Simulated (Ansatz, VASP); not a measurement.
In2SbSe3: VASP beside Ansatz

```
In Sb Se
1.0
     4.09878    0.00326    0.00100
     0.00346    4.51780   -0.00263
     0.00469   -0.01161   18.28543
In Sb Se
4 2 6
Direct
  0.50177 0.33508 0.32560
  0.49734 0.66926 0.82525
  0.00086 0.85406 0.17143
  0.99911 0.14546 0.67124
  0.00211 0.49199 0.04126
  0.99748 0.50657 0.54104
  0.50096 0.80432 0.98013
  0.49993 0.19393 0.47956
  0.50036 0.24795 0.16541
  0.50016 0.75112 0.66454
  0.00032 0.78029 0.31757
  0.99959 0.21996 0.81725
```

Change from the starting cell: cell x1, atoms moved at random (sigma 0.05 Å) and cell strained at random (1.5 %), then relaxed without symmetry.

Alike in both runs: functional PBE; k mesh 6 × 6 × 2; occupations gaussian, width 0.2 eV; no spin polarisation.

Ansatz relaxed the structure, and its values are those at the end. VASP's run is a single point on that final structure, the one shown.

|  | VASP | Ansatz |
| --- | --- | --- |
| version | VASP 6.6.1 | Ansatz 0.2.0 |
| potentials or method | VASP PAW PBE potentials, release 64 (In_d, Sb, Se), cutoff 520 eV | scalar-relativistic, plane waves, PAW |
| valence electrons in the cell | 98 | 178 |

```csv
,VASP,Ansatz,Ansatz less VASP
gap on the k mesh at the Fermi level (eV),none,none,-
pressure (GPa),0.0,0.0,-0.02
rms of the force components (eV/Å),0.010,0.009,-0.0015
```

A gap of «none» marks a metal or a gap that the smearing closes. With one functional, cell and mesh, what is left measures potentials, basis and numerics. VASP's potentials hold 98 valence electrons a cell and Ansatz's 178, so a difference there can come from the potentials and not from the codes.

Spin-orbit coupling is off throughout.
